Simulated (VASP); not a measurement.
Wanted: the native input for a VASP 6.6.1 run.

- Task: single point
- Functional: r2SCAN
- Potentials or basis: VASP PAW PBE potentials, release 64 (Cu)
- Cutoff: 520 eV
- k mesh: 24 × 24 × 24
- Occupations: gaussian, width 0.15 eV
- Spin: no spin polarisation
- Dipole correction: no
- Further INCAR settings: ALGO = Normal; EDIFF = 1e-07; NBANDS = 12

Cu:

```
CELL_PARAMETERS angstrom
-1.46444 1.46444 1.33480
1.46444 -1.46444 1.33480
1.46444 1.46444 -1.33480
ATOMIC_POSITIONS crystal
Cu 0.00000 0.00000 0.00000
```

This cell differs from its parent crystal: strain +0.015 along x and y, -0.030 along z.

The input as run:

POSCAR

```
Cu
1.0
   -1.4644352198      1.4644352198      1.3347990065
    1.4644352198     -1.4644352198      1.3347990065
    1.4644352198      1.4644352198     -1.3347990065
Cu
1
Direct
    0.0000000000      0.0000000000      0.0000000000
```

INCAR.step1

```
ALGO = Normal ; EDIFF = 1E-4
ENCUT = 520 ; GGA = PE
ISMEAR = 0 ; LASPH = True
LCHARG = False ; LREAL = False
LWAVE = True ; NBANDS = 12
NELM = 100 ; PREC = Accurate
SIGMA = 0.15
```

INCAR.step2

```
ALGO = Normal ; EDIFF = 1E-7
ENCUT = 520 ; ISIF = 2
ISMEAR = 0 ; ISTART = 1
LASPH = True ; LCHARG = False
LMIXTAU = True ; LREAL = False
LWAVE = False ; METAGGA = R2SCAN
NBANDS = 12 ; NELM = 100
PREC = Accurate ; SIGMA = 0.15
```

KPOINTS

```
k-points
0
Gamma
  24 24 24
```

Potentials or basis: VASP PAW PBE potentials, release 64 (Cu).

Command:

```console
$ cat potpaw_PBE.64/Cu/POTCAR > POTCAR
$ cp INCAR.step1 INCAR
$ mpirun -np 1 vasp_std > vasp.out
$ cp INCAR.step2 INCAR
$ mpirun -np 1 vasp_std > vasp.out
```

Results of the run:

```
Pressure               : 1.2 GPa
Band gap on the k mesh : zero (an odd number of electrons rules out a gap without spin polarisation)
```

Caveat: the cell differs from its parent crystal (strain +0.015 along x and y, -0.030 along z); the PAW data sets were made with another functional, which shifts forces and pressure a little.

Run time: 13 min on 1 thread of Intel Xeon 8259CL, on a shared host, peak memory 0.25 GiB.
